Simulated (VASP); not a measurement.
Crystal: Ge2PdS3.

```xyz
6
Lattice="-1.9947 2.3214 7.4365 1.9947 -2.3214 7.4365 1.9947 2.3214 -7.4365" Properties=species:S:1:pos:R:3 pbc="T T T"
Ge    0.0000    2.3214    5.2179
Ge    1.9947    0.0000    2.2186
Pd    0.0000    2.3214    0.0000
S     0.0000    0.0000    0.0000
S     1.9947    0.0000    5.0572
S     0.0000    2.3214    2.3793
```

| Item | Value |
| --- | --- |
| Program | VASP 6.6.1 |
| Task | relaxation of cell and atoms |
| Functional | PBEsol |
| Potentials or basis | VASP PAW PBE potentials, release 64 (Ge_d, Pd, S) |
| Cutoff | 600 eV |
| k mesh | 8 × 8 × 8 |
| Occupations | fermi-dirac, width 0.03 eV |
| Spin | no spin polarisation |

At the start: pressure -9.6 GPa; volume 22.96 Å³/atom.

Problem. Where does the relaxation end?

Solution. Over 15 steps the energy falls by 185.2 meV/atom and the volume is 18.09 Å³/atom (-21.2 %); space group Immm (No. 71, to 0.1 Å) before and after.

The path:
```
step  energy change (eV)  largest force (eV/Å)  pressure (GPa)  volume (Å³)
   1              0.0000                0.1218           -9.63       137.73
   2             -0.7153                1.5671            3.83       112.01
   3             -0.7569                1.2443            0.48       116.15
   4             -1.0602                0.3381            0.67       110.46
   5             -1.0945                0.0903            1.03       107.98
   6             -1.0947                0.0976            1.15       107.70
   7             -1.1059                0.0675           -1.00       109.88
   8             -1.1081                0.0697           -0.43       109.23
   9             -1.1100                0.0495            0.03       108.71
  10             -1.1100                0.0517            0.01       108.76
  11             -1.1104                0.0423            0.00       108.72
  12             -1.1109                0.0164           -0.08       108.60
  13             -1.1109                0.0065            0.14       108.34
  14             -1.1110                0.0103            0.08       108.44
  15             -1.1111                0.0052            0.02       108.54
```

Final structure:
```yaml
crystal:
  lattice:
    - [-1.71040, 2.24751, 7.05855]
    - [1.71040, -2.24751, 7.05855]
    - [1.71040, 2.24751, -7.05855]
  atoms:
    - { symbol: Ge, position: [0.84946, 0.34946, 0.50000] }
    - { symbol: Ge, position: [0.15054, 0.65054, 0.50000] }
    - { symbol: Pd, position: [0.50000, 0.00000, 0.50000] }
    - { symbol: S, position: [0.00000, 0.00000, 0.00000] }
    - { symbol: S, position: [0.33340, 0.83340, 0.50000] }
    - { symbol: S, position: [0.66660, 0.16660, 0.50000] }
```

Caveat: the volume moved by over 15 % at a fixed basis, so the end points are rough; the PAW data sets were made with another functional, which shifts forces and pressure a little.
